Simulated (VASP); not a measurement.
# K (Pm-3m) in VASP: further runs

Runs on K. Level: LDA. Tasks: single point.

All numbers are computed with VASP 6.6.1; they aren't measurements. Logs are shortened: lines on timing, memory, paths and dates and some standing lists are left out, and cuts for length are marked.

### Step 1. The cell of the first run

Symmetry: Pm-3m, No. 221, cubic system. The conventional cell has a = 4.111 Å, b = 4.111 Å, c = 4.111 Å, α = 90.00°, β = 90.00°, γ = 90.00°. K (site symmetry m-3m) has 6 K at 4.11 Å within 5.4 Å.

This isn't the form of K at room conditions, which is bcc.

### Step 2. Single point, LDA (69.48 Å³/atom)

Input file INCAR:

```
SYSTEM = K
  PREC = Accurate
  ENCUT = 500
  EDIFF = 1E-6
  ISMEAR = -1
  SIGMA = 0.05
  LREAL = .FALSE.
  LASPH = .TRUE.
  NELM = 120
  ALGO = Normal
  ISIF = 2
  LWAVE = .FALSE.
  LCHARG = .TRUE.
  LELF = .TRUE.
  LVHAR = .TRUE.
  NBANDS = 10
  GGA_COMPAT = .FALSE.
```

Input file KPOINTS:

```
regular mesh
0
G
  9 9 9
  0 0 0
```

Input file POSCAR:

```
K
1.0
    4.1110264366      0.0000000000      0.0000000000
    0.0000000000      4.1110264366      0.0000000000
    0.0000000000      0.0000000000      4.1110264366
K
1
Direct
    0.0000000000      0.0000000000      0.0000000000
```

Potentials or basis: VASP PAW LDA potentials, release 64 (K_sv).

On the command line:

```
cat potpaw_LDA.64/K_sv/POTCAR > POTCAR
mpirun -np 1 vasp_std > vasp.out
```

OUTCAR:

```text
SYSTEM = K
   PREC = Accurate
   ENCUT = 500
   EDIFF = 1E-6
   ISMEAR = -1
   LREAL = .FALSE.
   LASPH = .TRUE.
   NELM = 120
   ISIF = 2

 ion  position               nearest neighbor table
   1  0.000  0.000  0.000-

  LATTYP: Found a simple cubic cell.
 ALAT       =     4.1110264366

  Lattice vectors:

 A1 = (   4.1110264366,   0.0000000000,   0.0000000000)
 A2 = (   0.0000000000,   4.1110264366,   0.0000000000)
 A3 = (   0.0000000000,   0.0000000000,   4.1110264366)

Analysis of symmetry for initial positions (statically):
=====================================================================
 Subroutine PRICEL returns:
 Original cell was already a primitive cell.

 Routine SETGRP: Setting up the symmetry group for a
 simple cubic supercell.

 Subroutine GETGRP returns: Found 48 space group operations
 (whereof 48 operations were pure point group operations)
 out of a pool of 48 trial point group operations.

The static configuration has the point symmetry O_h .

Analysis of symmetry for dynamics (positions and initial velocities):
=====================================================================
 Subroutine PRICEL returns:
 Original cell was already a primitive cell.

 Routine SETGRP: Setting up the symmetry group for a
 simple cubic supercell.

 Subroutine GETGRP returns: Found 48 space group operations
 (whereof 48 operations were pure point group operations)
 out of a pool of 48 trial point group operations.

The dynamic configuration has the point symmetry O_h .

 Subroutine INISYM returns: Found 48 space group operations
 (whereof 48 operations are pure point group operations),
 and found     1 'primitive' translations

----------------------------------------------------------------------------------------

                                     Primitive cell

  volume of cell :      69.4786

  direct lattice vectors                    reciprocal lattice vectors
     4.111026437  0.000000000  0.000000000     0.243248253  0.000000000  0.000000000
     0.000000000  4.111026437  0.000000000     0.000000000  0.243248253  0.000000000
     0.000000000  0.000000000  4.111026437     0.000000000  0.000000000  0.243248253

  length of vectors
[... 80 lines left out ...]
   EDIFF  = 0.1E-05   stopping-criterion for ELM
   LREAL  =      F    real-space projection
   EDIFFG = 0.1E-04   stopping-criterion for IOM
   NSW    =      0    number of steps for IOM
   IBRION =     -1    ionic relax: 0-MD 1-quasi-New 2-CG
   NFREE  =      0    steps in history (QN), initial steepest desc. (CG)
   ISIF   =      2    stress and relaxation
   ISYM   =      2    0-nonsym 1-usesym 2-fastsym
   POTIM  = 0.5000    time-step for ionic-motion
   TEBEG  =    0.0;   TEEND  =   0.0 temperature during run
   PSTRESS=    0.0 pullay stress
   NELECT =       9.0000    total number of electrons
   NUPDOWN=      -1.0000    fix difference up-down
   EMIN   =  10.00;   EMAX   =-10.00  energy-range for DOS
   EFERMI =   0.00;   METHOD = LEGACY
   ISMEAR =    -1;   SIGMA  =   0.05  broadening in eV -4-tet -1-fermi 0-gaus
   EFERMI_NEDOS =   21; number of points for ismear=-14 and -15
   IALGO  =     38    algorithm
   IMIX   =      4    mixing-type and parameters
     AMIX     =   0.40;   BMIX     =  1.00
     AMIX_MAG =   1.60;   BMIX_MAG =  1.00
  volume/ion in A,a.u.               =      69.48       468.86
  Fermi-wavevector in a.u.,A,eV,Ry     =   0.828334  1.565324  9.335460  0.686137
  Thomas-Fermi vector in A             =   1.940692
   LORBIT       =      0    0 simple, 1 ext, 2 COOP (PROOUT), +10 PAW based schemes
   GGA     = CA    functional components
   LHFCALC =     F    Hartree Fock is set to
   AEXX    =    0.0000 exact exchange contribution
   IVDW    =     0    specifies the selected vdW correction
   LEPSILON=     F    determine dielectric tensor
   LRPA    =     F    only Hartree local field effects (RPA)
 non-spin polarized calculation
  energy-cutoff  :      500.00
  volume of cell :       69.48
 maximum number of plane-waves:      1791
 NGX is ok and might be reduce to    30
   NGX = 15   NGY = 15   NGZ = 15

 number of electron       9.0000001 magnetization

 Free energy of the ion-electron system (eV)
  ---------------------------------------------------
  ext. energy  EPLUGINS =         0.00000000
  ---------------------------------------------------
  free energy    TOTEN  =        -1.05772588 eV

  energy without entropy =       -1.05164711  energy(sigma->0) =       -1.05468649

 E-fermi :  -0.1640     XC(G=0):  -6.0052

 val. band max:       -0.2127681207   @ k =   0.3333   0.3333   0.1111
 cond. band min:      -0.1077250180   @ k =   0.4444   0.2222   0.0000
 fundamental gap:      0.1050431027
 Fermi energy:        -0.1639916867

 k-point     1 :       0.0000    0.0000    0.0000
  band No.  band energies     occupation
      1     -32.1124      2.00000
      2     -15.7661      2.00000
      3     -15.7661      2.00000
      4     -15.7661      2.00000
      5      -2.4119      2.00000
      6       2.6290      0.00000
      7       2.6290      0.00000
      8       6.1597      0.00000
      9       6.1597      0.00000
     10       6.1600      0.00000
[... 287 lines left out ...]
 k-point    24 :       0.4444    0.3333    0.1111
  band No.  band energies     occupation
      1     -32.0975      2.00000
      2     -15.8850      2.00000
      3     -15.8524      2.00000
      4     -15.7611      2.00000
      5       0.4360      0.00001
      6       1.3021      0.00000
      7       2.6712      0.00000
      8       3.3175      0.00000
      9       4.7422      0.00000
     10       4.9742      0.00000

 [... further k-points ...]

------------------------ aborting loop because EDIFF is reached ----------------------------------------

  FORCE on cell =-STRESS in cart. coord.  units (eV):
  Direction    XX          YY          ZZ          XY          YZ          ZX
  --------------------------------------------------------------------------------------
  -------------------------------------------------------------------------------------
  Total       -0.0182243     -0.0182243     -0.0182243      0.0000000      0.0000000     -0.0000000
  in kB       -0.4202524     -0.4202524     -0.4202524      0.0000000      0.0000000     -0.0000000
  external PRESSURE =      -0.4202524 kB  Pullay stress =       0.0000000 kB

 VOLUME and BASIS-vectors are now :
 -----------------------------------------------------------------------------
  energy-cutoff  :      500.00
  volume of cell :       69.48
      direct lattice vectors                 reciprocal lattice vectors
     4.111026437  0.000000000  0.000000000     0.243248253  0.000000000  0.000000000
     0.000000000  4.111026437  0.000000000     0.000000000  0.243248253  0.000000000
     0.000000000  0.000000000  4.111026437     0.000000000  0.000000000  0.243248253

 POSITION                                       TOTAL-FORCE (eV/Angst)
 -----------------------------------------------------------------------------------
      0.00000      0.00000      0.00000         0.000000      0.000000      0.000000
 -----------------------------------------------------------------------------------
    total drift:                                0.000000      0.000000     -0.000000

  FREE ENERGIE OF THE ION-ELECTRON SYSTEM (eV)
  ---------------------------------------------------
  free  energy   TOTEN  =        -1.0577258757 eV

  energy  without entropy=       -1.0516471108  energy(sigma->0) =       -1.05468649
```

OSZICAR:

```text
N       E                     dE             d eps       ncg     rms          rms(c)
DAV:   1     0.490938247573E+02    0.49094E+02   -0.34806E+03   700   0.673E+02
DAV:   2     0.722493029460E+00   -0.48371E+02   -0.47560E+02   754   0.204E+02
DAV:   3    -0.992134773225E+00   -0.17146E+01   -0.17100E+01  1066   0.295E+01
DAV:   4    -0.105969310775E+01   -0.67558E-01   -0.67359E-01  1020   0.494E+00
DAV:   5    -0.106133419443E+01   -0.16411E-02   -0.16408E-02  1070   0.533E-01    0.221E+00
DAV:   6    -0.105894190172E+01    0.23923E-02   -0.25143E-03   982   0.354E-01    0.141E+00
DAV:   7    -0.105773192446E+01    0.12100E-02   -0.46773E-03   888   0.403E-01    0.844E-02
DAV:   8    -0.105772691454E+01    0.50099E-05   -0.53087E-04   966   0.229E-01    0.280E-02
DAV:   9    -0.105772656480E+01    0.34974E-06   -0.16769E-05  1000   0.316E-02    0.134E-02
DAV:  10    -0.105772587569E+01    0.68910E-06   -0.47329E-06  1004   0.185E-02
   1 F= -.10577259E+01 E0= -.10546865E+01  d E =-.607876E-02
```

Run time: 23 s. Hardware: 1 thread of Intel Xeon 8259CL, shared host; peak memory 0.15 GiB.

What came out:

```
Free energy            : -1.0577 eV
Pressure               : 0.0 GPa
Band gap on the k mesh : zero (an odd number of electrons rules out a gap without spin polarisation)
```

### Step 3. Single point, LDA, collinear spin

Input file INCAR:

```
ALGO = Normal ; EDIFF = 1E-6
ENCUT = 500 ; GGA = CA
GGA_COMPAT = F ; ISIF = 2
ISMEAR = 1 ; ISPIN = 2
LASPH = T ; LCHARG = F
LORBIT = 11 ; LREAL = F
LWAVE = F ; MAGMOM = 1
NBANDS = 14 ; NELM = 200
PREC = Accurate ; SIGMA = 0.05
```

Input file KPOINTS:

```
k-points
0
Gamma
  9 9 9
```

POSCAR is that of step 2.

Potentials or basis: VASP PAW LDA potentials, release 64 (K_sv).

On the command line:

```
cat potpaw_LDA.64/K_sv/POTCAR > POTCAR
mpirun -np 1 vasp_std > vasp.out
```

It took 58 s on 1 thread of Intel Xeon 8259CL, shared host; peak memory 0.18 GiB.

Results (log left out):

| Quantity | Value |
| --- | --- |
| Free energy | -1.0550 eV |
| Pressure | -0.1 GPa |
| Net moment | 0.00 μB per cell |
| Valence electrons inside the program's atomic spheres | K 7.53 |

Levels at points of the mesh, in eV from the Fermi level:
Spin up:
```
           k point  band 1  band 2  band 3  band 4  band 5  band 6  band 7  band 8  band 9  band 10
(0.00, 0.00, 0.00)  -31.94  -15.60  -15.60  -15.60   -2.25    2.80    2.80    6.33    6.33     6.33
```
Spin down:
```tsv
k point	band 3	band 4	band 5	band 6	band 7	band 8
(0.00, 0.00, 0.00)	-15.60	-15.60	-2.25	2.80	2.80	6.33
```

### Step 4. Single point, LDA, non-collinear spin, zero start, spin-orbit coupling

This run uses another cell than the first one, of 27.79 Å³/atom.

Input file INCAR:

```
  ALGO = Normal
  EDIFF = 1E-6
  ENCUT = 500
  GGA_COMPAT = F
  ISIF = 2
  ISMEAR = -1
  LASPH = T
  LCHARG = T
  LNONCOLLINEAR = T
  LORBIT = 11
  LORBMOM = T
  LREAL = F
  LSORBIT = T
  LVHAR = T
  LWAVE = F
  MAGMOM = 0 0 0
  NBANDS = 20
  NELM = 200
  PREC = Accurate
  SIGMA = 0.05
```

Input file KPOINTS:

```
k-points
0
Gamma
  14 14 14
```

Input file POSCAR:

```
K
1.0
    3.0290301768      0.0000000000      0.0000000000
    0.0000000000      3.0290301768      0.0000000000
    0.0000000000      0.0000000000      3.0290301768
K
1
Direct
    0.0000000000      0.0000000000      0.0000000000
```

Potentials or basis: VASP PAW LDA potentials, release 64 (K_sv).

On the command line:

```
cat potpaw_LDA.64/K_sv/POTCAR > POTCAR
mpirun -np 1 vasp_ncl > vasp.out
```

OUTCAR:

```text
EDIFF = 1E-6
   ENCUT = 500
   ISIF = 2
   ISMEAR = -1
   LASPH = T
   LNONCOLLINEAR = T
   LORBIT = 11
   LREAL = F
   LSORBIT = T
   NELM = 200
   PREC = Accurate

 ion  position               nearest neighbor table
   1  0.000  0.000  0.000-

  LATTYP: Found a simple cubic cell.
 ALAT       =     3.0290301768

  Lattice vectors:

 A1 = (   3.0290301768,   0.0000000000,   0.0000000000)
 A2 = (   0.0000000000,   3.0290301768,   0.0000000000)
 A3 = (   0.0000000000,   0.0000000000,   3.0290301768)

Analysis of symmetry for initial positions (statically):
=====================================================================
 Subroutine PRICEL returns:
 Original cell was already a primitive cell.

 Routine SETGRP: Setting up the symmetry group for a
 simple cubic supercell.

 Subroutine GETGRP returns: Found 48 space group operations
 (whereof 48 operations were pure point group operations)
 out of a pool of 48 trial point group operations.

The static configuration has the point symmetry O_h .

Analysis of symmetry for dynamics (positions and initial velocities):
=====================================================================
 Subroutine PRICEL returns:
 Original cell was already a primitive cell.

[... 760 lines left out ...]
  free  energy   TOTEN  =        -0.1118001551 eV

  energy  without entropy=       -0.1007181594  energy(sigma->0) =       -0.10625916

 orbital moment (x)

 # of ion     p       d       tot
 ----------------------------------------
  1         0.000  -0.000  -0.000
 ----------------------------------------
            0.000  -0.000  -0.000

 orbital moment (y)

 # of ion     p       d       tot
 ----------------------------------------
  1         0.000   0.000   0.000
 ----------------------------------------
            0.000   0.000   0.000

 orbital moment (z)

 # of ion     p       d       tot
 ----------------------------------------
  1         0.000   0.000   0.000
 ----------------------------------------
            0.000   0.000   0.000

 Spin-Orbit-Coupling matrix elements

 Ion:    1  E_soc:     -0.0088211
 l=   1
     0.0000000    -0.0014703    -0.0014703
    -0.0014703     0.0000000    -0.0014703
    -0.0014703    -0.0014703     0.0000000
 l=   2
     0.0000000    -0.0000001     0.0000000    -0.0000001     0.0000002
    -0.0000001     0.0000000     0.0000001    -0.0000001     0.0000000
     0.0000000     0.0000001     0.0000000     0.0000001     0.0000000
    -0.0000001    -0.0000001     0.0000001     0.0000000     0.0000000
     0.0000002     0.0000000     0.0000000     0.0000000     0.0000000
 l=   3
     0.0000000     0.0000000     0.0000000     0.0000000     0.0000000     0.0000000     0.0000000
     0.0000000     0.0000000     0.0000000     0.0000000     0.0000000     0.0000000     0.0000000
     0.0000000     0.0000000     0.0000000     0.0000000     0.0000000     0.0000000     0.0000000
     0.0000000     0.0000000     0.0000000     0.0000000     0.0000000     0.0000000     0.0000000
     0.0000000     0.0000000     0.0000000     0.0000000     0.0000000     0.0000000     0.0000000
     0.0000000     0.0000000     0.0000000     0.0000000     0.0000000     0.0000000     0.0000000
     0.0000000     0.0000000     0.0000000     0.0000000     0.0000000     0.0000000     0.0000000

 total charge

# of ion       s       p       d       tot
------------------------------------------
    1        2.009   5.541   0.093   7.643

 magnetization (x)

# of ion       s       p       d       tot
------------------------------------------
    1        0.000   0.000   0.000   0.000

 magnetization (y)

# of ion       s       p       d       tot
------------------------------------------
    1       -0.000   0.000   0.000  -0.000

 magnetization (z)

# of ion       s       p       d       tot
------------------------------------------
    1        0.000   0.000   0.000   0.000
```

Wall time 1.8 min (1 thread of Intel Xeon 8259CL, shared host); peak memory 0.23 GiB.

Results:

```yaml
Free_energy: -0.1118 eV
Pressure: 12.8 GPa
Net_moment: 0.00 μB per cell
Valence_electrons_inside_the_program's_atomic_spheres: K 7.64
```

Moments on the atoms (μB; x, y, z):
```
K   0.00 0.00 0.00
```

Caveat: the cell stands under pressure.

### Step 5. Overview

| spin | cell | k mesh | smearing | gap on the mesh (eV) | pressure (GPa) | moment (μB) |
| --- | --- | --- | --- | --- | --- | --- |
| off | a = 4.111 Å, 1 atom | 9 × 9 × 9 | fermi-dirac 0.05 eV | none | 0.0 | - |
| collinear | a = 4.111 Å, 1 atom | 9 × 9 × 9 | methfessel-paxton 0.05 eV | none | -0.1 | 0.00 |
| non-collinear, zero start, SOC | a = 3.029 Å, 1 atom | 14 × 14 × 14 | fermi-dirac 0.05 eV | - | 12.8 | 0.00 |

Alike in all rows: task single point; level LDA; potentials or basis VASP PAW LDA potentials, release 64 (K_sv); cutoff (eV) 500.

Caveats: the cell stands under pressure (at least some runs).

Absolute energies hang on the potentials; compare differences alone.
